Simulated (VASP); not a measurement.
Here is a VASP 6.6.1 calculation.

File POSCAR:

```
BN
1.0
    1.1849926442      0.7217594916      3.2533303712
   -1.1849926442      0.7217594916      3.2533303712
    0.0000000000     -1.4435189833      3.2533303712
B N
1 1
Direct
    1.0018265898      1.0018265898      0.9953744716
    0.3306064102      0.3306064102      0.3370585284
```

The input INCAR.step1:

```
SYSTEM = BN
  PREC = Accurate
  ENCUT = 500
  EDIFF = 1E-8
  ISMEAR = 0
  SIGMA = 0.01
  LREAL = .FALSE.
  LASPH = .TRUE.
  NELM = 60
  ALGO = Normal
  LWAVE = .TRUE.
  LCHARG = .FALSE.
  GGA = PE
```

File INCAR.step2:

```
SYSTEM = BN
  PREC = Accurate
  ENCUT = 500
  EDIFF = 1E-8
  ISMEAR = 0
  SIGMA = 0.01
  LREAL = .FALSE.
  LASPH = .TRUE.
  NELM = 1
  ALGO = Exact
  LWAVE = .TRUE.
  LCHARG = .FALSE.
  GGA = PE
  NBANDS = 73
  LOPTICS = .TRUE.
  ISTART = 1
```

INCAR.step3

```
SYSTEM = BN
  PREC = Accurate
  ENCUT = 500
  EDIFF = 1E-8
  ISMEAR = 0
  SIGMA = 0.01
  LREAL = .FALSE.
  LASPH = .TRUE.
  ALGO = EVGW0
  LWAVE = .FALSE.
  LCHARG = .FALSE.
  GGA = PE
  NELMGW = 1
  NBANDS = 73
  ENCUTGW = 150.0
  NOMEGA = 48
  PRECFOCK = Fast
  ISTART = 1
  NBANDSGW = 12
```

Contents of KPOINTS:

```
Automatic mesh
0
G
  6 6 6
  0 0 0
```

Potentials or basis: VASP PAW PBE potentials, release 64 (B_GW, N_GW).

Run with:

```console
$ cat potpaw_PBE.64/B_GW/POTCAR potpaw_PBE.64/N_GW/POTCAR > POTCAR
$ cp INCAR.step1 INCAR
$ mpirun -np 1 vasp_std > vasp.out
$ cp INCAR.step2 INCAR
$ mpirun -np 1 vasp_std > vasp.out
$ cp INCAR.step3 INCAR
$ mpirun -np 1 vasp_std > vasp.out
```

(1) Estimate the quasiparticle gap.

(2) What does it give for the least direct quasiparticle gap?

(3) Estimate the least direct gap of the starting levels on the mesh.

(4) Predict the band gap of the starting levels on the mesh.

## Answers

(1) 5.53 eV.

(2) 6.63 eV.

(3) 4.92 eV.

(4) 3.99 eV.

Caveat: the k points lie up to 0.52 Å⁻¹ apart; bands, screening cutoff and mesh are small and nothing is extrapolated, so the quasiparticle values aren't converged.
